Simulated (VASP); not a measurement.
# GaP (I-4m2) in VASP: a series of runs

GaP is run at these levels: PBE; tasks: single point.

Everything below comes from runs of VASP 6.6.1. Logs are shortened: lines on timing, memory, paths and dates and some standing lists are left out, and cuts for length are marked.

## (1) The cell of the first run

It takes space group I-4m2 (No. 119, tetragonal). Conventional cell: a = 3.627 Å, b = 3.627 Å, c = 6.155 Å, α = 90.00°, β = 90.00°, γ = 90.00°. Ga (site symmetry -4m2) has 4 P at 2.38 Å within 3.1 Å. P (site symmetry -4m2) has 4 Ga at 2.38 Å within 3.1 Å.

## (2) Single point, PBE

The input, INCAR:

```
PREC = Accurate
ENCUT = 520
EDIFF = 1E-7
ISMEAR = 1
SIGMA = 0.4
LREAL = False
LASPH = True
NELM = 80
ALGO = Normal
ISIF = 2
LWAVE = False
LCHARG = True
GGA = PE
LELF = True
LVHAR = True
NBANDS = 16
```

The input, KPOINTS:

```
Automatic mesh
0
Gamma
  10 10 10
```

The input, POSCAR:

```
GaP
1.0
    0.0000000000      2.5645584377      3.0774701252
    2.5645584377      0.0000000000      3.0774701252
    2.5645584377      2.5645584377      0.0000000000
Ga P
1 1
Direct
    0.0000000000      0.0000000000      0.0000000000
    0.7500000000      0.7500000000      0.7500000000
```

Potentials or basis: VASP PAW PBE potentials, release 64 (Ga_d, P).

The run is started by

```sh
cat potpaw_PBE.64/Ga_d/POTCAR potpaw_PBE.64/P/POTCAR > POTCAR
mpirun -np 1 vasp_std > vasp.out
```

OUTCAR:

```text
PREC = Accurate
   ENCUT = 520
   EDIFF = 1E-7
   ISMEAR = 1
   LREAL = False
   LASPH = True
   NELM = 80
   ISIF = 2
   GGA = PE

 ion  position               nearest neighbor table
   1  0.000  0.000  0.000-   2 2.38   2 2.38   2 2.38   2 2.38
   2  0.750  0.750  0.750-   1 2.38   1 2.38   1 2.38   1 2.38

  LATTYP: Found a body centered tetragonal cell.
 ALAT       =     3.6268333241
 C/A-ratio  =     1.6970562748

  Lattice vectors:

 A1 = (  -2.5645584377,   0.0000000000,   3.0774701252)
 A2 = (   2.5645584377,   0.0000000000,   3.0774701252)
 A3 = (   0.0000000000,   2.5645584377,  -3.0774701252)

Analysis of symmetry for initial positions (statically):
=====================================================================
 Subroutine PRICEL returns:
 Original cell was already a primitive cell.

 Routine SETGRP: Setting up the symmetry group for a
 body centered tetragonal supercell.

 Subroutine GETGRP returns: Found  8 space group operations
 (whereof  8 operations were pure point group operations)
 out of a pool of 16 trial point group operations.

The static configuration has the point symmetry D_2d.

Analysis of symmetry for dynamics (positions and initial velocities):
=====================================================================
 Subroutine PRICEL returns:
 Original cell was already a primitive cell.

 Routine SETGRP: Setting up the symmetry group for a
 body centered tetragonal supercell.

 Subroutine GETGRP returns: Found  8 space group operations
 (whereof  8 operations were pure point group operations)
 out of a pool of 16 trial point group operations.

The dynamic configuration has the point symmetry D_2d.

 Subroutine INISYM returns: Found  8 space group operations
 (whereof  8 operations are pure point group operations),
 and found     1 'primitive' translations

----------------------------------------------------------------------------------------

                                     Primitive cell

  volume of cell :      40.4808

  direct lattice vectors                    reciprocal lattice vectors
     0.000000000  2.564558438  3.077470125    -0.194965337  0.194965337  0.162471114
     2.564558438  0.000000000  3.077470125     0.194965337 -0.194965337  0.162471114
     2.564558438  2.564558438  0.000000000     0.194965337  0.194965337 -0.162471114

  length of vectors
     4.005968341  4.005968341  3.626833324     0.320030980  0.320030980  0.320030980

  position of ions in fractional coordinates (direct lattice)
     0.000000000  0.000000000  0.000000000
     0.750000000  0.750000000  0.750000000

  ion indices of the primitive-cell ions
   primitive index   ion index
                 1           1
                 2           2

----------------------------------------------------------------------------------------

 KPOINTS: Automatic mesh

Automatic generation of k-mesh.
 Grid dimensions read from file:
 generate k-points for:   10   10   10

 Generating k-lattice:

  Cartesian coordinates                     Fractional coordinates (reciprocal lattice)
    -0.019496534  0.019496534  0.016247111     0.100000000  0.000000000  0.000000000
     0.019496534 -0.019496534  0.016247111     0.000000000  0.100000000  0.000000000
     0.019496534  0.019496534 -0.016247111     0.000000000  0.000000000  0.100000000

  Length of vectors
     0.032003098  0.032003098  0.032003098

  Shift w.r.t. Gamma in fractional coordinates (k-lattice)
     0.000000000  0.000000000  0.000000000

 Subroutine IBZKPT returns following result:
 ===========================================

 Found    102 irreducible k-points:

 Following reciprocal coordinates:
            Coordinates               Weight
  0.000000  0.000000  0.000000      1.000000
  0.100000  0.000000  0.000000      8.000000
  0.200000  0.000000  0.000000      8.000000
  0.300000 -0.000000  0.000000      8.000000
  0.400000  0.000000  0.000000      8.000000
  0.500000 -0.000000  0.000000      4.000000
[... 16 lines left out ...]
  0.300000  0.300000  0.000000      2.000000
  0.400000  0.300000  0.000000      8.000000
 [... further k-points ...]
   k-points           NKPTS =    102   k-points in BZ     NKDIM =    102   number of bands    NBANDS=     16
   number of dos      NEDOS =    301   number of ions     NIONS =      2
   total plane-waves  NPLWV =  25200
   dimension x,y,z NGX =    30 NGY =   30 NGZ =   28
   dimension x,y,z NGXF=    60 NGYF=   60 NGZF=   56
   ions per type =               1   1
   NGX,Y,Z   is equivalent  to a cutoff of  12.45, 12.45, 12.83 a.u.
   NGXF,Y,Z  is equivalent  to a cutoff of  24.90, 24.90, 25.67 a.u.
 SYSTEM =  unknown system
   PREC   = accura    normal or accurate (medium, high low for compatibility)
   ISTART =      0    job   : 0-new  1-cont  2-samecut
   ICHARG =      2    charge: 1-file 2-atom 10-const
   ISPIN  =      1    spin polarized calculation?
   LNONCOLLINEAR =      F non collinear calculations
   LSORBIT =      F    spin-orbit coupling
   LASPH  =      T    aspherical Exc in radial PAW
   ENCUT  =  520.0 eV  38.22 Ry    6.18 a.u.   7.45  7.45  6.74*2*pi/ulx,y,z
   NELM   =     80;   NELMIN=  2; NELMDL= -5     # of ELM steps
   EDIFF  = 0.1E-06   stopping-criterion for ELM
   LREAL  =      F    real-space projection
   EDIFFG = 0.1E-05   stopping-criterion for IOM
   NSW    =      0    number of steps for IOM
   IBRION =     -1    ionic relax: 0-MD 1-quasi-New 2-CG
   NFREE  =      0    steps in history (QN), initial steepest desc. (CG)
   ISIF   =      2    stress and relaxation
   ISYM   =      2    0-nonsym 1-usesym 2-fastsym
   POTIM  = 0.5000    time-step for ionic-motion
   TEBEG  =    0.0;   TEEND  =   0.0 temperature during run
   PSTRESS=    0.0 pullay stress
   NELECT =      18.0000    total number of electrons
   NUPDOWN=      -1.0000    fix difference up-down
   EMIN   =  10.00;   EMAX   =-10.00  energy-range for DOS
   EFERMI =   0.00;   METHOD = LEGACY
   ISMEAR =     1;   SIGMA  =   0.40  broadening in eV -4-tet -1-fermi 0-gaus
   EFERMI_NEDOS =   21; number of points for ismear=-14 and -15
   IALGO  =     38    algorithm
   IMIX   =      4    mixing-type and parameters
     AMIX     =   0.40;   BMIX     =  1.00
     AMIX_MAG =   1.60;   BMIX_MAG =  1.00
  volume/ion in A,a.u.               =      20.24       136.59
  Fermi-wavevector in a.u.,A,eV,Ry     =   1.249538  2.361284 21.243377  1.561344
  Thomas-Fermi vector in A             =   2.383574
   LORBIT       =      0    0 simple, 1 ext, 2 COOP (PROOUT), +10 PAW based schemes
   GGA     = PE    functional components
   LHFCALC =     F    Hartree Fock is set to
   AEXX    =    0.0000 exact exchange contribution
   IVDW    =     0    specifies the selected vdW correction
   LEPSILON=     F    determine dielectric tensor
   LRPA    =     F    only Hartree local field effects (RPA)
 non-spin polarized calculation
 Methfessel and Paxton  Order N= 1 SIGMA  =   0.40
  energy-cutoff  :      520.00
  volume of cell :       40.48
 maximum number of plane-waves:      1106
 NGX is ok and might be reduce to    30

 number of electron      18.0000002 magnetization

 Free energy of the ion-electron system (eV)
  ---------------------------------------------------
  ext. energy  EPLUGINS =         0.00000000
  ---------------------------------------------------
  free energy    TOTEN  =        -8.86610342 eV

  energy without entropy =       -8.87008043  energy(sigma->0) =       -8.86742909

 E-fermi :   5.3864     XC(G=0):  -9.8681

 val. band max:        5.1113349484   @ k =   0.0000   0.0000   0.0000
 cond. band min:       5.6609710538   @ k =   0.5000  -0.0000   0.0000
 fundamental gap:      0.5496361054
 Fermi energy:         5.3863708557

 k-point     1 :       0.0000    0.0000    0.0000
  band No.  band energies     occupation
      1      -9.9641      2.00000
      2      -9.9006      2.00000
      3      -9.9006      2.00000
      4      -9.8457      2.00000
      5      -9.8282      2.00000
      6      -7.7637      2.00000
[... 8 lines left out ...]
     15      13.8089      0.00000
     16      14.6679      0.00000

 k-point     2 :       0.1000    0.0000    0.0000
  band No.  band energies     occupation
      1      -9.9627      2.00000
      2      -9.9074      2.00000
      3      -9.8982      2.00000
      4      -9.8469      2.00000
      5      -9.8260      2.00000
      6      -7.6334      2.00000
[... 8 lines left out ...]
     15      14.2699      0.00000
     16      15.5085      0.00000

 k-point     3 :       0.2000    0.0000    0.0000
  band No.  band energies     occupation
      1      -9.9641      2.00000
      2      -9.9194      2.00000
      3      -9.8924      2.00000
      4      -9.8496      2.00000
      5      -9.8198      2.00000
      6      -7.2548      2.00000
[... 8 lines left out ...]
     15      14.5970      0.00000
     16      15.1212      0.00000

 k-point     4 :       0.3000   -0.0000    0.0000
  band No.  band energies     occupation
      1      -9.9771      2.00000
      2      -9.9224      2.00000
      3      -9.8866      2.00000
      4      -9.8514      2.00000
      5      -9.8111      2.00000
      6      -6.6738      2.00000
[... 8 lines left out ...]
     15      14.3408      0.00000
     16      15.4029      0.00000
[... 324 lines left out ...]
 k-point    22 :      -0.2000    0.2000    0.0000
  band No.  band energies     occupation
      1      -9.9778      2.00000
      2      -9.9231      2.00000
      3      -9.8827      2.00000
      4      -9.8580      2.00000
      5      -9.8097      2.00000
      6      -6.3768      2.00000
[... 8 lines left out ...]
     15      15.4274      0.00000
     16      16.0949      0.00000

 k-point    23 :       0.3000    0.3000    0.0000
  band No.  band energies     occupation
      1     -10.0201      2.00000
      2      -9.8702      2.00000
      3      -9.8702      2.00000
      4      -9.8395      2.00000
      5      -9.8280      2.00000
      6      -6.5921      2.00000
[... 8 lines left out ...]
     15      17.1284      0.00000
     16      17.3734      0.00000

 k-point    24 :       0.4000    0.3000    0.0000
  band No.  band energies     occupation
      1     -10.0258      2.00000
      2      -9.8701      2.00000
      3      -9.8645      2.00000
      4      -9.8395      2.00000
      5      -9.8268      2.00000
      6      -6.1374      2.00000
[... 8 lines left out ...]
     15      17.1056      0.00000
     16      17.6896      0.00000

 [... further k-points ...]
[... 5 lines left out ...]
  --------------------------------------------------------------------------------------
  -------------------------------------------------------------------------------------
  Total        2.0082066      2.0082066     -2.4959867      0.0000000      0.0000000      0.0000000
  in kB       79.4822094     79.4822094    -98.7879127      0.0000000      0.0000000      0.0000000
  external PRESSURE =      20.0588353 kB  Pullay stress =       0.0000000 kB

 VOLUME and BASIS-vectors are now :
 -----------------------------------------------------------------------------
  energy-cutoff  :      520.00
  volume of cell :       40.48
      direct lattice vectors                 reciprocal lattice vectors
     0.000000000  2.564558438  3.077470125    -0.194965337  0.194965337  0.162471114
     2.564558438  0.000000000  3.077470125     0.194965337 -0.194965337  0.162471114
     2.564558438  2.564558438  0.000000000     0.194965337  0.194965337 -0.162471114

 POSITION                                       TOTAL-FORCE (eV/Angst)
 -----------------------------------------------------------------------------------
      0.00000      0.00000      0.00000        -0.000000     -0.000000     -0.000000
      3.84684      3.84684      4.61621         0.000000      0.000000      0.000000
 -----------------------------------------------------------------------------------
    total drift:                               -0.000001     -0.000001      0.000005

  FREE ENERGIE OF THE ION-ELECTRON SYSTEM (eV)
  ---------------------------------------------------
  free  energy   TOTEN  =        -8.8661034225 eV

  energy  without entropy=       -8.8700804311  energy(sigma->0) =       -8.86742909
```

Run time: 77 s. Hardware: 1 thread of Intel Xeon Platinum 8488C (Sapphire Rapids), shared host; peak memory 0.2 GiB.

What came out:

| Quantity | Value |
| --- | --- |
| Free energy | -8.8661 eV |
| Pressure | 2.0 GPa |
| Band gap on the k mesh | 0.55 eV, indirect (least direct gap 1.00 eV) |

Levels at points of the mesh, in eV from the valence-band top:
| k point | band 5 | band 6 | band 7 | band 8 | band 9 | band 10 | band 11 | band 12 | band 13 | band 14 |
| --- | --- | --- | --- | --- | --- | --- | --- | --- | --- | --- |
| (0.00, 0.00, 0.00) | -14.94 | -12.88 | -1.34 | 0.00 | 0.00 | 1.00 | 3.53 | 3.53 | 3.92 | 7.27 |
| (0.50, 0.00, 0.00) | -14.91 | -10.79 | -7.02 | -2.33 | -0.67 | 0.55 | 4.46 | 5.05 | 8.05 | 9.85 |
| (0.50, 0.50, 0.00) | -14.94 | -10.47 | -7.93 | -2.16 | -2.16 | 2.20 | 2.57 | 9.41 | 10.06 | 10.06 |
| (0.50, 0.00, 0.50) | -14.90 | -9.63 | -6.71 | -3.45 | -3.35 | 0.86 | 0.87 | 8.65 | 8.66 | 10.18 |

 A k mesh can miss the band edges.

## (3) Single point, PBE

This run uses another cell than the first one, of the same volume but with other edges.

The input, INCAR:

```
SYSTEM = GaP
  PREC = Accurate
  ENCUT = 520
  EDIFF = 1E-6
  ISMEAR = 1
  SIGMA = 0.4
  LREAL = .False.
  LASPH = .True.
  NELM = 60
  ALGO = Normal
  ISIF = 2
  LWAVE = .False.
  LCHARG = .False.
  GGA = PE
  NBANDS = 16
```

The input, KPOINTS:

```
regular mesh
0
Gamma
  10 10 10
  0 0 0
```

The input, POSCAR:

```
GaP
1.0
    0.0000000000      2.9605664555      2.3092418353
    2.9605664555      0.0000000000      2.3092418353
    2.9605664555      2.9605664555      0.0000000000
Ga P
1 1
Direct
    0.0000000000      0.0000000000      0.0000000000
    0.7500000000      0.7500000000      0.7500000000
```

Potentials or basis: VASP PAW PBE potentials, release 64 (Ga_d, P).

The run is started by

```sh
cat potpaw_PBE.64/Ga_d/POTCAR potpaw_PBE.64/P/POTCAR > POTCAR
mpirun -np 1 vasp_std > vasp.out
```

Run time: 52 s. Hardware: 1 thread of Intel Xeon Platinum 8488C (Sapphire Rapids), shared host; peak memory 0.2 GiB.

It converged, with:

```
Free energy            : -8.8444 eV
Pressure               : 0.8 GPa
Band gap on the k mesh : zero (band 9 reaches 5.29 eV, above the bottom of band 10 at 4.81 eV)
```

Stress tensor (GPa, compression positive):
```
-2.71  0.00  0.00
 0.00 -2.71  0.00
 0.00  0.00  7.95
```

Levels at points of the mesh, in eV from the Fermi level:
| k point | band 7 | band 8 | band 9 | band 10 | band 11 | band 12 |
| --- | --- | --- | --- | --- | --- | --- |
| (0.00, 0.00, 0.00) | -0.68 | -0.68 | 0.28 | 1.12 | 3.62 | 4.15 |
| (0.50, 0.00, 0.00) | -6.86 | -2.21 | -0.74 | 0.56 | 3.57 | 6.06 |
| (0.50, 0.50, 0.00) | -5.91 | -3.95 | -3.95 | 0.05 | 0.58 | 10.08 |
| (0.50, 0.00, 0.50) | -7.50 | -2.28 | -2.10 | 2.05 | 2.47 | 8.31 |

## (4) Single point, PBE

This run uses another cell than the first one, of the same volume but with other edges.

The input, INCAR:

```
SYSTEM = GaP
PREC = Accurate
ENCUT = 520
EDIFF = 1E-6
ISMEAR = 1
SIGMA = 0.4
LREAL = .FALSE.
LASPH = .TRUE.
NELM = 80
ALGO = Normal
ISIF = 2
LWAVE = .FALSE.
LCHARG = .TRUE.
GGA = PE
LELF = .TRUE.
LVHAR = .TRUE.
NBANDS = 16
```

The input, KPOINTS:

```
regular mesh
0
G
  10 10 10
  0 0 0
```

The input, POSCAR:

```
GaP
1.0
    0.0000000000      2.4970384564      3.2461499933
    2.4970384564      0.0000000000      3.2461499933
    2.4970384564      2.4970384564      0.0000000000
Ga P
1 1
Direct
    0.0000000000      0.0000000000      0.0000000000
    0.7500000000      0.7500000000      0.7500000000
```

The run is started by

```sh
cat potpaw_PBE.64/Ga_d/POTCAR potpaw_PBE.64/P/POTCAR > POTCAR
mpirun -np 1 vasp_std > vasp.out
```

It took 62 s on 1 thread of Intel Xeon Platinum 8488C (Sapphire Rapids), shared host; peak memory 0.21 GiB.

It converged, with:

```yaml
Free_energy: -8.5641 eV
Pressure: 1.8 GPa
Band_gap_on_the_k_mesh: zero (band 9 reaches 5.41 eV, above the bottom of band 10 at 5.14 eV)
```

Stress tensor (GPa, compression positive):
```
 10.65   0.00   0.00
  0.00  10.65   0.00
  0.00   0.00 -16.03
```

Levels at points of the mesh, in eV from the Fermi level:
```tsv
k point	band 5	band 6	band 7	band 8	band 9	band 10	band 11	band 12	band 13	band 14
(0.00, 0.00, 0.00)	-15.28	-13.11	-2.13	-0.03	-0.03	0.20	3.41	3.41	3.95	6.44
(0.50, 0.00, 0.00)	-15.24	-11.01	-7.25	-2.94	-0.48	-0.28	4.62	5.16	7.76	9.21
(0.50, 0.50, 0.00)	-15.27	-10.96	-8.49	-1.96	-1.96	2.42	2.82	8.43	9.60	9.60
(0.50, 0.00, 0.50)	-15.23	-9.74	-6.73	-3.79	-3.66	0.39	0.45	7.42	7.48	8.90
```

## (5) Overview

```tsv
cell	gap on the mesh (eV)	pressure (GPa)
a = 4.006, b = 4.006, c = 3.627 Å, angles 63.1, 63.1, 53.8°, 2 atoms	0.55	2.0
a = 3.755, b = 3.755, c = 4.187 Å, angles 56.1, 56.1, 67.8°, 2 atoms	none	0.8
a = 4.095, b = 4.095, c = 3.531 Å, angles 64.5, 64.5, 51.1°, 2 atoms	none	1.8
```

Alike in all rows: task single point; level PBE; potentials or basis VASP PAW PBE potentials, release 64 (Ga_d, P); no spin polarisation; k mesh 10 × 10 × 10; cutoff (eV) 520; smearing methfessel-paxton 0.4 eV.

Total energies depend on the potentials used, so only differences within one code and one set of settings carry meaning.
